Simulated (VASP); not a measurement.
A run of VASP 6.6.1 is set up as follows.

The input INCAR:

```
ALGO     = Fast           # electronic algorithm
EDIFF    = 1E-7           # SCF threshold, eV
ENCUT    = 520            # plane-wave cutoff, eV
GGA      = PE             # functional
ISIF     = 2              # what is computed and relaxed
ISMEAR   = 0              # smearing method
LASPH    = T              # aspherical terms in the spheres
LCHARG   = F              # write CHGCAR
LREAL    = F              # projectors in reciprocal space
LWAVE    = F              # write WAVECAR
NBANDS   = 12             # bands
NELM     = 60             # most SCF steps
PREC     = Accurate       # precision mode
SIGMA    = 0.15           # smearing width, eV
```

Contents of KPOINTS:

```
k-points
0
Gamma
  20 20 20
```

Contents of POSCAR:

```
Ta
1.0
   -1.7379722000      1.7379722000      1.6512800000
    1.7379722000     -1.7379722000      1.6512800000
    1.7379722000      1.7379722000     -1.6512800000
Ta
1
Direct
    0.0000000000      0.0000000000      0.0000000000
```

Potentials or basis: VASP PAW PBE potentials, release 64 (Ta_pv).

Launch:

```console
$ cat potpaw_PBE.64/Ta_pv/POTCAR > POTCAR
$ mpirun -np 1 vasp_std > vasp.out
```

Problem. What does it give for the pressure?

Solution. -14.1 GPa.

Problem. Predict the band gap on the k mesh.

Solution. Zero (an odd number of electrons rules out a gap without spin polarisation).

Stress tensor (GPa, compression positive):
```
-15.33   0.00   0.00
  0.00 -15.33   0.00
  0.00   0.00 -11.78
```

Caveat: the cell differs from its parent crystal (strain +0.0525 x Voigt [1, 1, 0, 0, 0, 0]); the cell stands under tension; spin-orbit coupling is left out, which moves the levels of the heavy elements.
